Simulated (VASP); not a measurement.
C, 2 atoms in the cell. It takes space group C2/m (No. 12, monoclinic). Conventional cell: a = 4.269 Å, b = 2.465 Å, c = 3.650 Å, α = 90.00°, β = 112.95°, γ = 90.00°. Within 1.8 Å of C (site symmetry m) lie 3 C at 1.37 to 1.55 Å.  This cell differs from its parent crystal: atoms displaced along several vibrational modes.

* Program: VASP 6.6.1
* Task: single point
* Functional: PBE
* Dispersion: D3(BJ)
* Potentials or basis: VASP PAW PBE potentials, release 64 (C)
* Cutoff: 520 eV
* k mesh: 15 × 15 × 15
* Occupations: gaussian, width 0.05 eV
* Spin: no spin polarisation
* Dipole correction: no
* Further INCAR settings: ALGO = Normal; EDIFF = 1e-06; NBANDS = 11

Potentials or basis: VASP PAW PBE potentials, release 64 (C).

Command:

```sh
$ cat potpaw_PBE.64/C/POTCAR > POTCAR
$ mpirun -np 1 vasp_std > vasp.out
```

Hardware: 1 thread of Intel Xeon 8259CL (shared host).

Q: How long does it take, and how much memory?

A: Wall time 5.9 min on 1 thread of Intel Xeon 8259CL, on a shared host, peak memory 0.28 GiB. Counts: scf iterations 12, k points 904.
